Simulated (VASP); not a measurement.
# Al2O5 (C2/m) in VASP: notebook

Al2O5 is run at these levels: PBEsol; tasks: single point.

Everything below comes from runs of VASP 6.6.1. Logs are shortened: lines on timing, memory, paths and dates and some standing lists are left out, and cuts for length are marked.

## Step 1: The cell of the first run

It takes space group C2/m (No. 12, monoclinic). Conventional cell: a = 9.735 Å, b = 2.895 Å, c = 7.083 Å, α = 90.00°, β = 127.41°, γ = 90.00°. Al (site symmetry m) has 4 O at 1.78 to 1.86 Å and 2 Al at 2.36 Å within 2.4 Å. O (site symmetry m) has 1 Al at 1.78 Å and 2 O at 2.09 Å within 2.4 Å. O (site symmetry 2/m) has 10 O at 2.09 to 3.01 Å and 4 Al at 2.73 Å within 3.1 Å. O (site symmetry m) has 3 Al at 1.85 to 1.86 Å within 2.5 Å.

## Step 2: Single point, PBEsol

Input file INCAR:

```
PREC = Accurate ; ENCUT = 520
EDIFF = 1E-6 ; ISMEAR = 0
SIGMA = 0.1 ; LREAL = False
LASPH = True ; NELM = 100
ALGO = Normal ; ISIF = 2
LWAVE = False ; LCHARG = False
GGA = PS ; NBANDS = 27
```

Input file KPOINTS:

```
regular mesh
0
Gamma
  6 6 4
```

Input file POSCAR:

```
Al2O5
1.0
    4.8674203339     -1.4473032671      0.0000000000
    4.8674203339      1.4473032671      0.0000000000
   -4.3034049624      0.0000000000      5.6264240495
Al O
2 5
Direct
    0.3704955400      0.3704955400      0.5981059900
    0.6295044600      0.6295044600      0.4018940100
    0.5814553200      0.5814553200      0.8737473500
    0.4185446800      0.4185446800      0.1262526500
    0.0000000000      0.0000000000      0.0000000000
    0.1814780800      0.1814780800      0.5999316600
    0.8185219200      0.8185219200      0.4000683400
```

Potentials or basis: VASP PAW PBE potentials, release 64 (Al, O).

Run with:

```console
$ cat potpaw_PBE.64/Al/POTCAR potpaw_PBE.64/O/POTCAR > POTCAR
$ mpirun -np 1 vasp_std > vasp.out
```

OUTCAR:

```text
PREC = Accurate
   ENCUT = 520
   EDIFF = 1E-6
   ISMEAR = 0
   LREAL = False
   LASPH = True
   NELM = 100
   ISIF = 2
   GGA = PS

 ion  position               nearest neighbor table
   1  0.370  0.370  0.598-   3 1.78   6 1.85   7 1.86   7 1.86   2 2.36   2 2.36
   2  0.630  0.630  0.402-   4 1.78   7 1.85   6 1.86   6 1.86   1 2.36   1 2.36
   3  0.581  0.581  0.874-   1 1.78
   4  0.419  0.419  0.126-   2 1.78
   5  0.000  0.000  0.000-
   6  0.181  0.181  0.600-   1 1.85   2 1.86   2 1.86
   7  0.819  0.819  0.400-   2 1.85   1 1.86   1 1.86

  LATTYP: Found a base centered monoclinic cell.
 ALAT       =     9.7348406678
 B/A-ratio  =     0.2973450345
 C/A-ratio  =     0.7276439437
 COS(beta)  =    -0.6075254134

  Lattice vectors:

 A1 = (   4.8674203339,  -1.4473032671,   0.0000000000)
 A2 = (   4.8674203339,   1.4473032671,   0.0000000000)
 A3 = (  -4.3034049624,   0.0000000000,   5.6264240495)

Analysis of symmetry for initial positions (statically):
=====================================================================
 Subroutine PRICEL returns:
 Original cell was already a primitive cell.

 Routine SETGRP: Setting up the symmetry group for a
 base centered monoclinic supercell.

 Subroutine GETGRP returns: Found  4 space group operations
 (whereof  4 operations were pure point group operations)
 out of a pool of  4 trial point group operations.

The static configuration has the point symmetry C_2h.

Analysis of symmetry for dynamics (positions and initial velocities):
=====================================================================
 Subroutine PRICEL returns:
 Original cell was already a primitive cell.

 Routine SETGRP: Setting up the symmetry group for a
 base centered monoclinic supercell.

 Subroutine GETGRP returns: Found  4 space group operations
 (whereof  4 operations were pure point group operations)
 out of a pool of  4 trial point group operations.

The dynamic configuration has the point symmetry C_2h.

 Subroutine INISYM returns: Found  4 space group operations
 (whereof  4 operations are pure point group operations),
 and found     1 'primitive' translations

----------------------------------------------------------------------------------------

                                     Primitive cell

  volume of cell :      79.2722

  direct lattice vectors                    reciprocal lattice vectors
     4.867420334 -1.447303267  0.000000000     0.102723818 -0.345470097  0.078568943
     4.867420334  1.447303267  0.000000000     0.102723818  0.345470097  0.078568943
    -4.303404962  0.000000000  5.626424049     0.000000000  0.000000000  0.177732782

  length of vectors
     5.078037756  5.078037756  7.083497855     0.368883246  0.368883246  0.177732782

  position of ions in fractional coordinates (direct lattice)
     0.370495540  0.370495540  0.598105990
     0.629504460  0.629504460  0.401894010
     0.581455320  0.581455320  0.873747350
     0.418544680  0.418544680  0.126252650
     0.000000000  0.000000000  0.000000000
     0.181478080  0.181478080  0.599931660
     0.818521920  0.818521920  0.400068340

  ion indices of the primitive-cell ions
   primitive index   ion index
                 1           1
                 2           2
                 3           3
                 4           4
                 5           5
                 6           6
                 7           7

----------------------------------------------------------------------------------------

 KPOINTS: regular mesh

Automatic generation of k-mesh.
 Grid dimensions read from file:
 generate k-points for:    6    6    4

 Generating k-lattice:

  Cartesian coordinates                     Fractional coordinates (reciprocal lattice)
     0.017120636 -0.057578349  0.013094824     0.166666667 -0.000000000  0.000000000
     0.017120636  0.057578349  0.013094824    -0.000000000  0.166666667  0.000000000
     0.000000000  0.000000000  0.044433196     0.000000000  0.000000000  0.250000000

  Length of vectors
     0.061480541  0.061480541  0.044433196

  Shift w.r.t. Gamma in fractional coordinates (k-lattice)
     0.000000000  0.000000000  0.000000000

 Subroutine IBZKPT returns following result:
 ===========================================

 Found     47 irreducible k-points:

 Following reciprocal coordinates:
            Coordinates               Weight
  0.000000  0.000000  0.000000      1.000000
  0.166667 -0.000000  0.000000      4.000000
  0.333333 -0.000000  0.000000      4.000000
  0.500000  0.000000 -0.000000      2.000000
  0.166667  0.166667  0.000000      2.000000
  0.333333  0.166667  0.000000      4.000000
[... 16 lines left out ...]
 -0.333333  0.166667  0.250000      4.000000
 -0.166667  0.166667  0.250000      4.000000
 [... further k-points ...]
   k-points           NKPTS =     47   k-points in BZ     NKDIM =     47   number of bands    NBANDS=     27
   number of dos      NEDOS =    301   number of ions     NIONS =      7
   total plane-waves  NPLWV =  86400
   dimension x,y,z NGX =    40 NGY =   40 NGZ =   54
   dimension x,y,z NGXF=    80 NGYF=   80 NGZF=  108
   ions per type =               2   5
   NGX,Y,Z   is equivalent  to a cutoff of  13.10, 13.10, 12.67 a.u.
   NGXF,Y,Z  is equivalent  to a cutoff of  26.19, 26.19, 25.35 a.u.
 SYSTEM =  unknown system
   PREC   = accura    normal or accurate (medium, high low for compatibility)
   ISTART =      0    job   : 0-new  1-cont  2-samecut
   ICHARG =      2    charge: 1-file 2-atom 10-const
   ISPIN  =      1    spin polarized calculation?
   LNONCOLLINEAR =      F non collinear calculations
   LSORBIT =      F    spin-orbit coupling
   LASPH  =      T    aspherical Exc in radial PAW
   ENCUT  =  520.0 eV  38.22 Ry    6.18 a.u.   9.44  9.44 13.17*2*pi/ulx,y,z
   NELM   =    100;   NELMIN=  2; NELMDL= -5     # of ELM steps
   EDIFF  = 0.1E-05   stopping-criterion for ELM
   LREAL  =      F    real-space projection
   EDIFFG = 0.1E-04   stopping-criterion for IOM
   NSW    =      0    number of steps for IOM
   IBRION =     -1    ionic relax: 0-MD 1-quasi-New 2-CG
   NFREE  =      0    steps in history (QN), initial steepest desc. (CG)
   ISIF   =      2    stress and relaxation
   ISYM   =      2    0-nonsym 1-usesym 2-fastsym
   POTIM  = 0.5000    time-step for ionic-motion
   TEBEG  =    0.0;   TEEND  =   0.0 temperature during run
   PSTRESS=    0.0 pullay stress
   NELECT =      36.0000    total number of electrons
   NUPDOWN=      -1.0000    fix difference up-down
   EMIN   =  10.00;   EMAX   =-10.00  energy-range for DOS
   EFERMI =   0.00;   METHOD = LEGACY
   ISMEAR =     0;   SIGMA  =   0.10  broadening in eV -4-tet -1-fermi 0-gaus
   EFERMI_NEDOS =   21; number of points for ismear=-14 and -15
   IALGO  =     38    algorithm
   IMIX   =      4    mixing-type and parameters
     AMIX     =   0.40;   BMIX     =  1.00
     AMIX_MAG =   1.60;   BMIX_MAG =  1.00
  volume/ion in A,a.u.               =      11.32        76.42
  Fermi-wavevector in a.u.,A,eV,Ry     =   1.258352  2.377940 21.544132  1.583449
  Thomas-Fermi vector in A             =   2.391966
   LORBIT       =      0    0 simple, 1 ext, 2 COOP (PROOUT), +10 PAW based schemes
   GGA     = PS    functional components
   LHFCALC =     F    Hartree Fock is set to
   AEXX    =    0.0000 exact exchange contribution
   IVDW    =     0    specifies the selected vdW correction
   LEPSILON=     F    determine dielectric tensor
   LRPA    =     F    only Hartree local field effects (RPA)
 non-spin polarized calculation
 Gauss-broadening in eV      SIGMA  =   0.10
  energy-cutoff  :      520.00
  volume of cell :       79.27
 maximum number of plane-waves:      2151
 NGX is ok and might be reduce to    40
   NGX = 19   NGY = 19   NGZ = 27

 number of electron      35.9999998 magnetization

 Free energy of the ion-electron system (eV)
  ---------------------------------------------------
  ext. energy  EPLUGINS =         0.00000000
  ---------------------------------------------------
  free energy    TOTEN  =       -41.71913403 eV

  energy without entropy =      -41.71913403  energy(sigma->0) =      -41.71913403

 E-fermi :   2.3543     XC(G=0): -10.2196

 val. band max:        1.8598583504   @ k =   0.0000   0.0000   0.5000
 cond. band min:       2.7727727607   @ k =   0.3333   0.3333   0.5000
 fundamental gap:      0.9129144103
 Fermi energy:         2.3542975581

 k-point     1 :       0.0000    0.0000    0.0000
  band No.  band energies     occupation
      1     -17.3223      2.00000
      2     -16.1672      2.00000
      3     -15.8897      2.00000
      4     -14.5337      2.00000
      5     -12.8134      2.00000
      6      -3.8484      2.00000
[... 19 lines left out ...]
     26      14.0645      0.00000
     27      14.2662      0.00000

 k-point     2 :       0.1667   -0.0000    0.0000
  band No.  band energies     occupation
      1     -17.0945      2.00000
      2     -15.9639      2.00000
      3     -15.8436      2.00000
      4     -14.4398      2.00000
      5     -12.9887      2.00000
      6      -3.6978      2.00000
[... 19 lines left out ...]
     26      13.0652      0.00000
     27      14.5580      0.00000

 k-point     3 :       0.3333   -0.0000    0.0000
  band No.  band energies     occupation
      1     -16.5430      2.00000
      2     -15.8112      2.00000
      3     -15.3700      2.00000
      4     -14.2418      2.00000
      5     -13.5629      2.00000
      6      -3.8647      2.00000
[... 19 lines left out ...]
     26      12.9586      0.00000
     27      13.7650      0.00000

 k-point     4 :       0.5000    0.0000   -0.0000
  band No.  band energies     occupation
      1     -16.0778      2.00000
      2     -15.9615      2.00000
      3     -14.5708      2.00000
      4     -14.3753      2.00000
      5     -14.1371      2.00000
      6      -4.4006      2.00000
[... 19 lines left out ...]
     26      12.8957      0.00000
     27      13.4683      0.00000
[... 516 lines left out ...]
      4     -14.2711      2.00000
      5     -13.5640      2.00000
      6      -3.8100      2.00000
[... 19 lines left out ...]
     26      12.6737      0.00000
     27      13.2326      0.00000

 k-point    23 :      -0.3333    0.1667    0.2500
  band No.  band energies     occupation
      1     -16.0858      2.00000
      2     -15.9518      2.00000
      3     -14.5714      2.00000
      4     -14.3719      2.00000
      5     -14.1422      2.00000
      6      -4.3331      2.00000
[... 19 lines left out ...]
     26      12.8032      0.00000
     27      13.1702      0.00000

 k-point    24 :      -0.1667    0.1667    0.2500
  band No.  band energies     occupation
      1     -16.5577      2.00000
      2     -15.7865      2.00000
      3     -15.3997      2.00000
      4     -14.2132      2.00000
      5     -13.5664      2.00000
      6      -3.8690      2.00000
[... 19 lines left out ...]
     26      13.0901      0.00000
     27      13.8226      0.00000

 [... further k-points ...]
[... 5 lines left out ...]
  --------------------------------------------------------------------------------------
  -------------------------------------------------------------------------------------
  Total       -2.8872599     -0.9569522     -4.9096214      0.0000000      0.0000000      9.5884486
  in kB      -58.3546683    -19.3410469    -99.2287983      0.0000000      0.0000000    193.7929962
  external PRESSURE =     -58.9748378 kB  Pullay stress =       0.0000000 kB

 VOLUME and BASIS-vectors are now :
 -----------------------------------------------------------------------------
  energy-cutoff  :      520.00
  volume of cell :       79.27
      direct lattice vectors                 reciprocal lattice vectors
     4.867420334 -1.447303267  0.000000000     0.102723818 -0.345470097  0.078568943
     4.867420334  1.447303267  0.000000000     0.102723818  0.345470097  0.078568943
    -4.303404962  0.000000000  5.626424049     0.000000000  0.000000000  0.177732782

 POSITION                                       TOTAL-FORCE (eV/Angst)
 -----------------------------------------------------------------------------------
      1.03282      0.00000      3.36520         3.222538      0.000000      2.072415
      4.39861      0.00000      2.26123        -3.222538      0.000000     -2.072415
      1.90029      0.00000      4.91607        -1.751503      0.000000      0.706804
      3.53115      0.00000      0.71035         1.751503      0.000000     -0.706804
      0.00000      0.00000      0.00000        -0.000000      0.000000      0.000000
     -0.81509      0.00000      3.37547         2.259823      0.000000     -2.537989
      6.24652      0.00000      2.25095        -2.259823      0.000000      2.537989
 -----------------------------------------------------------------------------------
    total drift:                                0.000000     -0.000000     -0.000000

  FREE ENERGIE OF THE ION-ELECTRON SYSTEM (eV)
  ---------------------------------------------------
  free  energy   TOTEN  =       -41.7191340318 eV

  energy  without entropy=      -41.7191340318  energy(sigma->0) =      -41.71913403
```

Wall time 4.8 min (1 thread of Intel Xeon 8259CL, shared host); peak memory 0.29 GiB.

Results:

```yaml
Free_energy: -41.7191 eV
Pressure: -5.9 GPa
Largest_force: 3.831 eV/Å
Band_gap_on_the_k_mesh: 0.91 eV (least direct gap 1.01 eV)
```

Forces on the atoms (eV/Å):
```
Al   3.223  0.000  2.072
Al  -3.223  0.000 -2.072
O   -1.752  0.000  0.707
O    1.752  0.000 -0.707
O    0.000  0.000  0.000
O    2.260  0.000 -2.538
O   -2.260  0.000  2.538
```

Caveat: the cell stands under tension; the PAW data sets were made with another functional, which shifts forces and pressure a little. A k mesh can miss the band edges.

## Step 3: Single point, PBEsol

This run uses another cell than the first one, of 11.72 Å³/atom.

Input file INCAR:

```
  PREC = Accurate
  ENCUT = 520
  EDIFF = 1E-6
  ISMEAR = 0
  SIGMA = 0.1
  LREAL = F
  LASPH = T
  NELM = 80
  ALGO = Normal
  ISIF = 2
  LWAVE = F
  LCHARG = F
  GGA = PS
  NBANDS = 27
```

Input file KPOINTS:

```
Automatic mesh
0
Gamma
  8 8 4
```

Input file POSCAR:

```
Al2O5
1.0
    5.0782945780     -1.4981350618     -0.1442651143
    5.0782945780      1.4981350618     -0.1442651143
   -4.6566051915      0.0000000000      5.5236060956
Al O
2 5
Direct
    0.3891010016      0.3891010016      0.6741783665
    0.6108989984      0.6108989984      0.3258216335
    0.6092490720      0.6092490720      0.9793403840
    0.3907509280      0.3907509280      0.0206596160
    0.0000000000      0.0000000000      0.0000000000
    0.1441536807      0.1441536807      0.4846145669
    0.8558463193      0.8558463193      0.5153854331
```

Potentials or basis: VASP PAW PBE potentials, release 64 (Al, O).

Run with:

```console
$ cat potpaw_PBE.64/Al/POTCAR potpaw_PBE.64/O/POTCAR > POTCAR
$ mpirun -np 1 vasp_std > vasp.out
```

Wall time 7.9 min (1 thread of Intel Xeon 8259CL, shared host); peak memory 0.34 GiB.

It converged, with:

| Item | Value |
| --- | --- |
| Free energy | -44.1979 eV |
| Pressure | 0.4 GPa |
| Largest force | 0.047 eV/Å |
| Band gap on the k mesh | 0.14 eV (least direct gap 0.74 eV) |

Forces on the atoms (eV/Å):
```
Al   0.006  0.000 -0.007
Al  -0.006  0.000  0.007
O    0.005  0.000  0.046
O   -0.005  0.000 -0.046
O    0.000  0.000  0.000
O   -0.025  0.000  0.002
O    0.025  0.000 -0.002
```

Stress tensor (GPa, compression positive):
```
0.30 0.00 0.05
0.00 0.51 0.00
0.05 0.00 0.31
```

Levels at points of the mesh, in eV from the valence-band top:
```
           k point  band 15  band 16  band 17  band 18  band 19  band 20  band 21  band 22
(0.00, 0.00, 0.00)    -1.14    -1.06    -0.82    -0.12     0.83     1.96     4.93     8.61
(0.50, 0.00, 0.00)    -1.10    -1.01    -0.65    -0.40     1.76     2.30     8.88     8.88
(0.50, 0.50, 0.00)    -1.56    -0.98    -0.91    -0.65     0.14     1.82     8.14     8.16
(0.00, 0.00, 0.50)    -1.64    -1.02    -0.66    -0.26     0.81     1.96     6.82     8.01
(0.50, 0.00, 0.50)    -1.08    -1.03    -0.72    -0.37     1.76     2.30     8.52     8.74
(0.50, 0.50, 0.50)    -1.43    -1.01    -0.79    -0.73     0.26     1.83     5.93     7.69
```

Caveat: the PAW data sets were made with another functional, which shifts forces and pressure a little.

## Step 4: Single point, PBEsol

This run uses another cell than the first one, of 11.38 Å³/atom.

Input file INCAR:

```
SYSTEM = Al2O5
PREC = Accurate
ENCUT = 520
EDIFF = 1E-7
ISMEAR = 0
SIGMA = 0.01
LREAL = .False.
LASPH = .True.
NELM = 80
ALGO = Normal
ISIF = 2
LWAVE = .False.
LCHARG = .False.
GGA = PS
NBANDS = 27
```

Input file KPOINTS:

```
regular mesh
0
Gamma
  12 12 8
  0 0 0
```

Input file POSCAR:

```
Al2O5
1.0
    4.8860614540     -1.4927547527     -0.8700332283
    4.8860614540      1.4927547527     -0.8700332283
   -5.2449591529      0.0000000000      6.3960878705
Al O
2 5
Direct
    0.4120792749      0.4120792749      0.6858131890
    0.5879207251      0.5879207251      0.3141868110
    0.6344521477      0.6344521477      1.0163175999
    0.3655478523      0.3655478523     -0.0163175999
    0.0000000000      0.0000000000      0.0000000000
    0.1233698727      0.1233698727      0.4561707060
    0.8766301273      0.8766301273      0.5438292940
```

Run with:

```console
$ cat potpaw_PBE.64/Al/POTCAR potpaw_PBE.64/O/POTCAR > POTCAR
$ mpirun -np 1 vasp_std > vasp.out
```

Wall time 38 min (1 thread of Intel Xeon 8259CL, shared host); peak memory 0.66 GiB.

The run converged. Its results:

| Quantity | Value |
| --- | --- |
| Free energy | -44.2346 eV |
| Pressure | 0.2 GPa |
| Largest force | 0.047 eV/Å |
| Band gap on the k mesh | 0.35 eV (least direct gap 0.64 eV) |

Forces in eV/Å, atoms in the order of the input:
```
Al   0.011  0.000  0.002
Al  -0.011  0.000 -0.002
O    0.023  0.000  0.042
O   -0.023  0.000 -0.042
O    0.000  0.000  0.000
O   -0.012  0.000  0.015
O    0.012  0.000 -0.015
```

Stress tensor (GPa, compression positive):
```
-0.10  0.00  0.09
 0.00  0.47  0.00
 0.09  0.00  0.29
```

Levels at points of the mesh, in eV from the valence-band top:
```csv
k point,band 15,band 16,band 17,band 18,band 19,band 20,band 21,band 22
"(0.00, 0.00, 0.00)",-0.92,-0.91,-0.90,-0.01,1.34,2.27,4.98,8.53
"(0.50, 0.00, 0.00)",-1.22,-0.98,-0.71,-0.10,2.07,2.67,8.63,9.07
"(0.50, 0.50, 0.00)",-1.09,-0.91,-0.64,-0.28,0.35,2.03,7.52,7.80
"(0.00, 0.00, 0.50)",-1.72,-0.86,-0.41,-0.39,1.35,2.26,6.84,8.08
"(0.50, 0.00, 0.50)",-1.16,-0.99,-0.85,-0.07,2.07,2.66,8.65,8.85
"(0.50, 0.50, 0.50)",-1.19,-0.73,-0.66,-0.32,0.36,2.03,6.18,7.80
```

Caveat: the PAW data sets were made with another functional, which shifts forces and pressure a little. A k mesh can miss the band edges.

## Step 5: Overview

| cell | k mesh | smearing | gap on the mesh (eV) | pressure (GPa) | largest force (eV/Å) |
| --- | --- | --- | --- | --- | --- |
| a = 5.078, b = 5.078, c = 7.083 Å, angles 125.6, 125.6, 33.1°, 7 atoms, atomic positions A | 6 × 6 × 4 | gaussian 0.1 eV | 0.91 | -5.9 | 3.83 |
| a = 5.297, b = 5.297, c = 7.225 Å, angles 129.7, 129.7, 32.9°, 7 atoms, atomic positions B | 8 × 8 × 4 | gaussian 0.1 eV | 0.14 | 0.4 | 0.05 |
| a = 5.183, b = 5.183, c = 8.272 Å, angles 136.7, 136.7, 33.5°, 7 atoms, atomic positions C | 12 × 12 × 8 | gaussian 0.01 eV | 0.35 | 0.2 | 0.05 |

Alike in all rows: task single point; level PBEsol; potentials or basis VASP PAW PBE potentials, release 64 (Al, O); no spin polarisation; cutoff (eV) 520.

Caveats: the PAW data sets were made with another functional, which shifts forces and pressure a little; the cell stands under tension (at least some runs).

Absolute energies hang on the potentials; compare differences alone.
